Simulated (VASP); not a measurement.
# ScRu3 (I4/mmm) in VASP: settings compared

The runs below take ScRu3 through single point, relaxation of cell and atoms, with PBEsol+U, PBEsol, PBE.

All numbers are computed with VASP 6.6.1; they aren't measurements. Logs are shortened: lines on timing, memory, paths and dates and some standing lists are left out, and cuts for length are marked.

**1. The cell of the first run**

The structure is tetragonal, space group I4/mmm (No. 139). Conventional cell: a = 3.834 Å, b = 3.834 Å, c = 8.076 Å, α = 90.00°, β = 90.00°, γ = 90.00°. Within 3.6 Å of Ru (site symmetry 4/mmm) lie 4 Sc at 2.71 Å and 8 Ru at 2.78 Å. Ru (site symmetry -4m2) has 8 Ru at 2.71 to 2.78 Å and 4 Sc at 2.78 Å within 3.6 Å. Within 3.6 Å of Sc (site symmetry 4/mmm) lie 12 Ru at 2.71 to 2.78 Å.

**2. Single point, PBEsol+U**

Contents of INCAR:

```
PREC = Accurate ; ENCUT = 520
EDIFF = 1E-7 ; ISMEAR = -1
SIGMA = 0.05 ; LREAL = F
LASPH = T ; NELM = 150
ALGO = Normal ; ISIF = 2
LWAVE = F ; LCHARG = T
LMAXMIX = 4 ; LDAU = T
LDAUTYPE = 2 ; LDAUL = 2 2
LDAUU = 4 4 ; LDAUJ = 0 0
LDAUPRINT = 1 ; GGA = PS
LELF = T ; LVHAR = T
NBANDS = 34
```

Contents of KPOINTS:

```
Automatic mesh
0
Gamma
  7 7 7
```

Contents of POSCAR:

```
ScRu3
1.0
   -1.9171027490      1.9171027490      4.0380911954
    1.9171027490     -1.9171027490      4.0380911954
    1.9171027490      1.9171027490     -4.0380911954
Ru Sc
3 1
Direct
    0.5000000000      0.5000000000      0.0000000000
    0.2500000000      0.7500000000      0.5000000000
    0.7500000000      0.2500000000      0.5000000000
    0.0000000000      0.0000000000      0.0000000000
```

Potentials or basis: VASP PAW PBE potentials, release 64 (Ru_pv, Sc_sv).

Run with:

```bash
> cat potpaw_PBE.64/Ru_pv/POTCAR potpaw_PBE.64/Sc_sv/POTCAR > POTCAR
> mpirun -np 1 vasp_std > vasp.out
```

OUTCAR:

```text
PREC = Accurate
   ENCUT = 520
   EDIFF = 1E-7
   ISMEAR = -1
   LREAL = F
   LASPH = T
   NELM = 150
   ISIF = 2
   GGA = PS

 ion  position               nearest neighbor table
   1  0.500  0.500  0.000-   4 2.71   4 2.71   4 2.71   4 2.71   3 2.78   2 2.78   3 2.78   3 2.78
                             2 2.78   2 2.78   3 2.78   2 2.78
   2  0.250  0.750  0.500-   3 2.71   3 2.71   3 2.71   3 2.71   4 2.78   1 2.78   4 2.78   1 2.78
                             4 2.78   4 2.78   1 2.78   1 2.78
   3  0.750  0.250  0.500-   2 2.71   2 2.71   2 2.71   2 2.71   4 2.78   1 2.78   4 2.78   4 2.78
                             1 2.78   1 2.78   4 2.78   1 2.78
   4  0.000  0.000  0.000-   1 2.71   1 2.71   1 2.71   1 2.71   3 2.78   2 2.78   3 2.78   2 2.78
                             3 2.78   3 2.78   2 2.78   2 2.78

  LATTYP: Found a body centered tetragonal cell.
 ALAT       =     3.8342054980
 C/A-ratio  =     2.1063509494

  Lattice vectors:

 A1 = (  -1.9171027490,   1.9171027490,   4.0380911954)
 A2 = (   1.9171027490,  -1.9171027490,   4.0380911954)
 A3 = (   1.9171027490,   1.9171027490,  -4.0380911954)

Analysis of symmetry for initial positions (statically):
=====================================================================
 Subroutine PRICEL returns:
 Original cell was already a primitive cell.

 Routine SETGRP: Setting up the symmetry group for a
 body centered tetragonal supercell.

 Subroutine GETGRP returns: Found 16 space group operations
 (whereof 16 operations were pure point group operations)
 out of a pool of 16 trial point group operations.

The static configuration has the point symmetry D_4h.

Analysis of symmetry for dynamics (positions and initial velocities):
=====================================================================
 Subroutine PRICEL returns:
 Original cell was already a primitive cell.

 Routine SETGRP: Setting up the symmetry group for a
 body centered tetragonal supercell.

 Subroutine GETGRP returns: Found 16 space group operations
 (whereof 16 operations were pure point group operations)
 out of a pool of 16 trial point group operations.

The dynamic configuration has the point symmetry D_4h.

 Subroutine INISYM returns: Found 16 space group operations
 (whereof 16 operations are pure point group operations),
 and found     1 'primitive' translations

----------------------------------------------------------------------------------------

                                     Primitive cell

  volume of cell :      59.3645

  direct lattice vectors                    reciprocal lattice vectors
    -1.917102749  1.917102749  4.038091195     0.000000000  0.260810225  0.123820879
     1.917102749 -1.917102749  4.038091195     0.260810225  0.000000000  0.123820879
     1.917102749  1.917102749 -4.038091195     0.260810225  0.260810225  0.000000000

  length of vectors
     4.863820145  4.863820145  4.863820145     0.288710207  0.288710207  0.368841358

  position of ions in fractional coordinates (direct lattice)
     0.500000000  0.500000000  0.000000000
     0.250000000  0.750000000  0.500000000
     0.750000000  0.250000000  0.500000000
     0.000000000  0.000000000  0.000000000

  ion indices of the primitive-cell ions
   primitive index   ion index
                 1           1
                 2           2
                 3           3
                 4           4

----------------------------------------------------------------------------------------

 KPOINTS: Automatic mesh

Automatic generation of k-mesh.
 Grid dimensions read from file:
 generate k-points for:    7    7    7

 Generating k-lattice:

  Cartesian coordinates                     Fractional coordinates (reciprocal lattice)
     0.000000000  0.037258604  0.017688697     0.142857143  0.000000000 -0.000000000
     0.037258604  0.000000000  0.017688697     0.000000000  0.142857143 -0.000000000
     0.037258604  0.037258604  0.000000000     0.000000000  0.000000000  0.142857143

  Length of vectors
     0.041244315  0.041244315  0.052691623

  Shift w.r.t. Gamma in fractional coordinates (k-lattice)
     0.000000000  0.000000000  0.000000000

 Subroutine IBZKPT returns following result:
 ===========================================

 Found     40 irreducible k-points:

 Following reciprocal coordinates:
            Coordinates               Weight
  0.000000  0.000000  0.000000      1.000000
  0.142857  0.000000 -0.000000      8.000000
  0.285714 -0.000000  0.000000      8.000000
  0.428571  0.000000 -0.000000      8.000000
  0.142857  0.142857 -0.000000      8.000000
  0.285714  0.142857 -0.000000     16.000000
[... 16 lines left out ...]
 -0.142857  0.285714  0.142857      8.000000
 -0.428571  0.428571  0.142857      8.000000
 [... further k-points ...]
   k-points           NKPTS =     40   k-points in BZ     NKDIM =     40   number of bands    NBANDS=     34
   number of dos      NEDOS =    301   number of ions     NIONS =      4
   total plane-waves  NPLWV =  46656
   dimension x,y,z NGX =    36 NGY =   36 NGZ =   36
   dimension x,y,z NGXF=    72 NGYF=   72 NGZF=   72
   ions per type =               3   1
   NGX,Y,Z   is equivalent  to a cutoff of  12.30, 12.30, 12.30 a.u.
   NGXF,Y,Z  is equivalent  to a cutoff of  24.61, 24.61, 24.61 a.u.
 SYSTEM =  unknown system
   PREC   = accura    normal or accurate (medium, high low for compatibility)
   ISTART =      0    job   : 0-new  1-cont  2-samecut
   ICHARG =      2    charge: 1-file 2-atom 10-const
   ISPIN  =      1    spin polarized calculation?
   LNONCOLLINEAR =      F non collinear calculations
   LSORBIT =      F    spin-orbit coupling
   LASPH  =      T    aspherical Exc in radial PAW
   ENCUT  =  520.0 eV  38.22 Ry    6.18 a.u.   9.04  9.04  9.04*2*pi/ulx,y,z
   NELM   =    150;   NELMIN=  2; NELMDL= -5     # of ELM steps
   EDIFF  = 0.1E-06   stopping-criterion for ELM
   LREAL  =      F    real-space projection
   EDIFFG = 0.1E-05   stopping-criterion for IOM
   NSW    =      0    number of steps for IOM
   IBRION =     -1    ionic relax: 0-MD 1-quasi-New 2-CG
   NFREE  =      0    steps in history (QN), initial steepest desc. (CG)
   ISIF   =      2    stress and relaxation
   ISYM   =      2    0-nonsym 1-usesym 2-fastsym
   POTIM  = 0.5000    time-step for ionic-motion
   TEBEG  =    0.0;   TEEND  =   0.0 temperature during run
   PSTRESS=    0.0 pullay stress
   NELECT =      53.0000    total number of electrons
   NUPDOWN=      -1.0000    fix difference up-down
   EMIN   =  10.00;   EMAX   =-10.00  energy-range for DOS
   EFERMI =   0.00;   METHOD = LEGACY
   ISMEAR =    -1;   SIGMA  =   0.05  broadening in eV -4-tet -1-fermi 0-gaus
   EFERMI_NEDOS =   21; number of points for ismear=-14 and -15
   IALGO  =     38    algorithm
   IMIX   =      4    mixing-type and parameters
     AMIX     =   0.40;   BMIX     =  1.00
     AMIX_MAG =   1.60;   BMIX_MAG =  1.00
  volume/ion in A,a.u.               =      14.84       100.15
  Fermi-wavevector in a.u.,A,eV,Ry     =   1.576369  2.978905 33.809641  2.484939
  Thomas-Fermi vector in A             =   2.677212
   LORBIT       =      0    0 simple, 1 ext, 2 COOP (PROOUT), +10 PAW based schemes
 LDA+U is selected, type is set to LDAUTYPE =  2
   angular momentum for each species LDAUL =     2    2
   U (eV)           for each species LDAUU =   4.0  4.0
   J (eV)           for each species LDAUJ =   0.0  0.0
   GGA     = PS    functional components
   LHFCALC =     F    Hartree Fock is set to
   AEXX    =    0.0000 exact exchange contribution
   IVDW    =     0    specifies the selected vdW correction
   LEPSILON=     F    determine dielectric tensor
   LRPA    =     F    only Hartree local field effects (RPA)
 non-spin polarized calculation
  energy-cutoff  :      520.00
  volume of cell :       59.36
 maximum number of plane-waves:      1615
   NGX = 19   NGY = 19   NGZ = 19

atom =   1  type =  1  l = 2

 onsite density matrix

spin component  1

  0.7808 -0.0000 -0.0000 -0.0000 -0.0000
 -0.0000  0.5057  0.0000  0.0000 -0.0000
 -0.0000  0.0000  0.7540  0.0000 -0.0000
 -0.0000  0.0000  0.0000  0.5057  0.0000
 -0.0000 -0.0000 -0.0000  0.0000  0.5519

spin component  2

  0.7808 -0.0000 -0.0000 -0.0000 -0.0000
 -0.0000  0.5057  0.0000  0.0000 -0.0000
 -0.0000  0.0000  0.7540  0.0000 -0.0000
 -0.0000  0.0000  0.0000  0.5057  0.0000
 -0.0000 -0.0000 -0.0000  0.0000  0.5519
[... 100 lines left out ...]
 occupancies and eigenvectors

  o =  0.0724  v =  0.0000 -0.0000  0.0000  0.0000  1.0000  0.0000  0.0000  0.0000  0.0000  0.0000      0.0000  0.0000  0.0000  0.0000  0.0000  0.0000  0.0000  0.0000  0.0000  0.0000
  o =  0.0724  v =  0.0000  0.0000  0.0000  0.0000  0.0000  0.0000 -0.0000  0.0000  0.0000  1.0000      0.0000  0.0000  0.0000  0.0000  0.0000  0.0000  0.0000  0.0000  0.0000  0.0000
  o =  0.0878  v =  0.0000 -0.0000 -1.0000  0.0000  0.0000  0.0000  0.0000  0.0000  0.0000  0.0000      0.0000  0.0000  0.0000  0.0000  0.0000  0.0000  0.0000  0.0000  0.0000  0.0000
  o =  0.0878  v =  0.0000  0.0000  0.0000  0.0000  0.0000  0.0000 -0.0000 -1.0000  0.0000  0.0000      0.0000  0.0000  0.0000  0.0000  0.0000  0.0000  0.0000  0.0000  0.0000  0.0000
  o =  0.0995  v =  0.0000  0.0000  0.0000  0.0000  0.0000  0.0000  0.7384 -0.0000 -0.6743  0.0000      0.0000  0.0000  0.0000  0.0000  0.0000  0.0000  0.0000  0.0000  0.0000  0.0000
  o =  0.0995  v =  0.0000  0.7384 -0.0000 -0.6743  0.0000  0.0000  0.0000  0.0000  0.0000  0.0000      0.0000  0.0000  0.0000  0.0000  0.0000  0.0000  0.0000  0.0000  0.0000  0.0000
  o =  0.0995  v =  0.0000  0.0000  0.0000  0.0000  0.0000  0.0000 -0.6743 -0.0000 -0.7384  0.0000      0.0000  0.0000  0.0000  0.0000  0.0000  0.0000  0.0000  0.0000  0.0000  0.0000
  o =  0.0995  v =  0.0000 -0.6743 -0.0000 -0.7384  0.0000  0.0000  0.0000  0.0000  0.0000  0.0000      0.0000  0.0000  0.0000  0.0000  0.0000  0.0000  0.0000  0.0000  0.0000  0.0000
  o =  0.1208  v =  1.0000  0.0000  0.0000  0.0000  0.0000  0.0000  0.0000  0.0000  0.0000  0.0000      0.0000  0.0000  0.0000  0.0000  0.0000  0.0000  0.0000  0.0000  0.0000  0.0000
  o =  0.1208  v =  0.0000  0.0000  0.0000  0.0000  0.0000  1.0000  0.0000  0.0000  0.0000  0.0000      0.0000  0.0000  0.0000  0.0000  0.0000  0.0000  0.0000  0.0000  0.0000  0.0000

 number of electron      52.9999995 magnetization

 Free energy of the ion-electron system (eV)
  ---------------------------------------------------
  ext. energy  EPLUGINS =         0.00000000
  ---------------------------------------------------
  free energy    TOTEN  =       -21.12003993 eV

  energy without entropy =      -21.08838055  energy(sigma->0) =      -21.10421024

 E-fermi :   9.8670     XC(G=0): -13.3308

 val. band max:        9.8658173202   @ k =  -0.2857   0.2857   0.0000
 cond. band min:       9.8916805008   @ k =  -0.4286   0.2857   0.0000
 fundamental gap:      0.0258631806
 Fermi energy:         9.8669791145

 k-point     1 :       0.0000    0.0000    0.0000
  band No.  band energies     occupation
      1     -39.3272      2.00000
      2     -32.1884      2.00000
      3     -32.1884      2.00000
      4     -32.1244      2.00000
      5     -31.8732      2.00000
      6     -31.8732      2.00000
[... 877 lines left out ...]
     33      14.2176      0.00000
     34      14.5059      0.00000

 [... further k-points ...]
[... 5 lines left out ...]
  --------------------------------------------------------------------------------------
  -------------------------------------------------------------------------------------
  Total       -0.2961242     -0.2961242     -0.0395504      0.0000000      0.0000000      0.0000000
  in kB       -7.9920381     -7.9920381     -1.0674183      0.0000000      0.0000000      0.0000000
  external PRESSURE =      -5.6838315 kB  Pullay stress =       0.0000000 kB

 VOLUME and BASIS-vectors are now :
 -----------------------------------------------------------------------------
  energy-cutoff  :      520.00
  volume of cell :       59.36
      direct lattice vectors                 reciprocal lattice vectors
    -1.917102749  1.917102749  4.038091195     0.000000000  0.260810225  0.123820879
     1.917102749 -1.917102749  4.038091195     0.260810225  0.000000000  0.123820879
     1.917102749  1.917102749 -4.038091195     0.260810225  0.260810225  0.000000000

 POSITION                                       TOTAL-FORCE (eV/Angst)
 -----------------------------------------------------------------------------------
      0.00000      0.00000      4.03809         0.000000     -0.000000      0.000000
      1.91710     -0.00000      2.01905         0.000000     -0.000000     -0.000000
     -0.00000      1.91710      2.01905        -0.000000      0.000000      0.000000
      0.00000      0.00000      0.00000         0.000000     -0.000000      0.000000
 -----------------------------------------------------------------------------------
    total drift:                               -0.000000      0.000000      0.000000

  FREE ENERGIE OF THE ION-ELECTRON SYSTEM (eV)
  ---------------------------------------------------
  free  energy   TOTEN  =       -21.1200399251 eV

  energy  without entropy=      -21.0883805461  energy(sigma->0) =      -21.10421024
```

Wall time 53 s (1 thread of Intel Xeon 6975P-C (Granite Rapids), shared host); peak memory 0.23 GiB.

Results:

```
Free energy : -21.1200 eV
Pressure    : -0.6 GPa
```

Stress tensor (GPa, compression positive):
```
-0.80  0.00  0.00
 0.00 -0.80  0.00
 0.00  0.00 -0.11
```

Levels at points of the mesh, in eV from the Fermi level:
```csv
k point,band 24,band 25,band 26,band 27,band 28,band 29,band 30,band 31
"(0.00, 0.00, 0.00)",-0.45,-0.32,-0.32,-0.26,1.15,2.60,3.29,3.52
```

Eigenvalues of the final occupation matrices:
```csv
site,spin,trace,eigenvalues
site 1 d,1,3.10,0.51 0.51 0.55 0.75 0.78
site 1 d,2,3.10,0.51 0.51 0.55 0.75 0.78
site 2 d,1,3.08,0.57 0.60 0.62 0.65 0.65
site 2 d,2,3.08,0.57 0.60 0.62 0.65 0.65
site 3 d,1,3.08,0.57 0.60 0.62 0.65 0.65
site 3 d,2,3.08,0.57 0.60 0.62 0.65 0.65
site 4 d,1,0.48,0.07 0.09 0.10 0.10 0.12
site 4 d,2,0.48,0.07 0.09 0.10 0.10 0.12
```

Caveat: the PAW data sets were made with another functional, which shifts forces and pressure a little; U without spin polarisation on a metal has little footing; the U is typed as a test and isn't derived for this compound.

**3. Relaxation of cell and atoms, PBEsol**

This run uses another cell than the first one, of 15.28 Å³/atom, 1.030 times its volume.

Contents of INCAR:

```
SYSTEM = ScRu3
  ALGO = Normal
  EDIFF = 1E-7
  EDIFFG = -0.01
  ENCUT = 600
  GGA = PS
  IBRION = 2
  ISIF = 3
  ISMEAR = -1
  LASPH = .True.
  LCHARG = .False.
  LREAL = .False.
  LWAVE = .False.
  NELM = 80
  NSW = 60
  PREC = Accurate
  SIGMA = 0.05
```

Contents of KPOINTS:

```
k-points
0
Gamma
  7 7 7
  0 0 0
```

Contents of POSCAR:

```
ScRu3
1.0
   -1.9492590000      1.9492590000      4.0222910000
    1.9492590000     -1.9492590000      4.0222910000
    1.9492590000      1.9492590000     -4.0222910000
Ru Sc
3 1
Direct
    0.5000000000      0.5000000000      0.0000000000
    0.2500000000      0.7500000000      0.5000000000
    0.7500000000      0.2500000000      0.5000000000
    0.0000000000      0.0000000000      0.0000000000
```

Potentials or basis: VASP PAW PBE potentials, release 64 (Ru_pv, Sc_sv).

Run with:

```bash
> cat potpaw_PBE.64/Ru_pv/POTCAR potpaw_PBE.64/Sc_sv/POTCAR > POTCAR
> mpirun -np 1 vasp_std > vasp.out
```

Run time: 3.6 min. Hardware: 1 thread of Intel Xeon 6975P-C (Granite Rapids), shared host; peak memory 0.28 GiB.

Results (log left out):

```
Free energy                            : -37.1163 eV
Relaxed volume                         : 14.61 Å³/atom
Relaxed cell                           : a = 4.805 Å, b = 4.805 Å, c = 4.805 Å, α = 132.90°, β = 132.90°, γ = 68.81°
Space group after relaxing (to 0.05 Å) : I4/mmm (No. 139)
Energy gained by relaxing              : 20.6 meV/atom
Ionic steps                            : 4
Pressure after relaxing                : 0.0 GPa
```

Stress tensor (GPa, compression positive):
```
-0.07  0.00  0.00
 0.00 -0.07  0.00
 0.00  0.00  0.05
```

Step by step:
| step | energy change (eV) | largest force (eV/Å) | pressure (GPa) | volume (Å³) |
| --- | --- | --- | --- | --- |
| 1 | 0.0000 | 0.0000 | -9.35 | 61.13 |
| 2 | 0.2541 | 0.0000 | 24.07 | 53.58 |
| 3 | -0.0824 | 0.0000 | -0.29 | 58.50 |
| 4 | -0.0825 | 0.0000 | -0.03 | 58.43 |

Final structure:
```cif
data_structure
_symmetry_space_group_name_H-M 'P 1'
_symmetry_Int_Tables_number 1
_cell_length_a 4.8047
_cell_length_b 4.8047
_cell_length_c 4.8047
_cell_angle_alpha 132.902
_cell_angle_beta 132.902
_cell_angle_gamma 68.808
_cell_volume 58.43
loop_
_atom_site_label
_atom_site_type_symbol
_atom_site_fract_x
_atom_site_fract_y
_atom_site_fract_z
_atom_site_occupancy
Ru1 Ru 0.50000 0.50000 0.00000 1
Ru2 Ru 0.25000 0.75000 0.50000 1
Ru3 Ru 0.75000 0.25000 0.50000 1
Sc1 Sc 0.00000 0.00000 0.00000 1
```

Levels at points of the mesh, in eV from the Fermi level:
| k point | band 22 | band 23 | band 24 | band 25 | band 26 | band 27 | band 28 | band 29 | band 30 | band 31 |
| --- | --- | --- | --- | --- | --- | --- | --- | --- | --- | --- |
| (0.00, 0.00, 0.00) | -2.41 | -1.41 | -0.46 | -0.46 | -0.23 | -0.04 | 0.95 | 2.52 | 3.23 | 4.09 |

Caveat: the PAW data sets were made with another functional, which shifts forces and pressure a little.

**4. Single point, PBE**

This run uses another cell than the first one, of 15.15 Å³/atom, 1.021 times its volume.

Contents of INCAR:

```
PREC = Accurate ; ENCUT = 520
EDIFF = 1E-6 ; ISMEAR = -1
SIGMA = 0.05 ; LREAL = F
LASPH = T ; NELM = 60
ALGO = Normal ; ISIF = 2
LWAVE = F ; LCHARG = F
GGA = PE ; NBANDS = 34
```

Contents of KPOINTS:

```
regular mesh
0
Gamma
  7 7 7
```

Contents of POSCAR:

```
ScRu3
1.0
   -1.9386622798      1.9386622798      4.0320406158
    1.9386622798     -1.9386622798      4.0320406158
    1.9386622798      1.9386622798     -4.0320406158
Ru Sc
3 1
Direct
    0.5000000000      0.5000000000      0.0000000000
    0.2500000000      0.7500000000      0.5000000000
    0.7500000000      0.2500000000      0.5000000000
    0.0000000000      0.0000000000      0.0000000000
```

Run with:

```bash
> cat potpaw_PBE.64/Ru_pv/POTCAR potpaw_PBE.64/Sc_sv/POTCAR > POTCAR
> mpirun -np 1 vasp_std > vasp.out
```

Run time: 3 min. Hardware: 1 thread of Intel Xeon Platinum 8259CL at 2.50GHz (Skylake/Cascade Lake), shared host; peak memory 0.24 GiB.

The run converged. Its results:

```yaml
Free_energy: -34.0459 eV
Pressure: 0.2 GPa
```

Levels at points of the mesh, in eV from the Fermi level:
```csv
k point,band 24,band 25,band 26,band 27,band 28,band 29
"(0.00, 0.00, 0.00)",-0.41,-0.41,-0.22,-0.07,0.92,2.40
```

**5. Summary**

```tsv
task	level	U	cell	cutoff (eV)	gap on the mesh (eV)	pressure (GPa)
single point	PBEsol+U	Ru d U = 4.0 eV, Sc d U = 4.0 eV	a = 4.864 Å, angles 133.6, 133.6, 67.8°, 4 atoms	520	none	-0.6
relaxation of cell and atoms	PBEsol	-	relaxed from a = 4.876 Å, angles 132.9, 132.9, 68.8°, 4 atoms	600	none	0.0
single point	PBE	-	a = 4.876 Å, angles 133.1, 133.1, 68.4°, 4 atoms	520	none	0.2
```

Alike in all rows: potentials or basis VASP PAW PBE potentials, release 64 (Ru_pv, Sc_sv); no spin polarisation; k mesh 7 × 7 × 7; smearing fermi-dirac 0.05 eV.

Caveats: the PAW data sets were made with another functional, which shifts forces and pressure a little (some runs); U without spin polarisation on a metal has little footing (some runs); the U is typed as a test and isn't derived for this compound (some runs).

Total energies depend on the potentials used, so only differences within one code and one set of settings carry meaning.
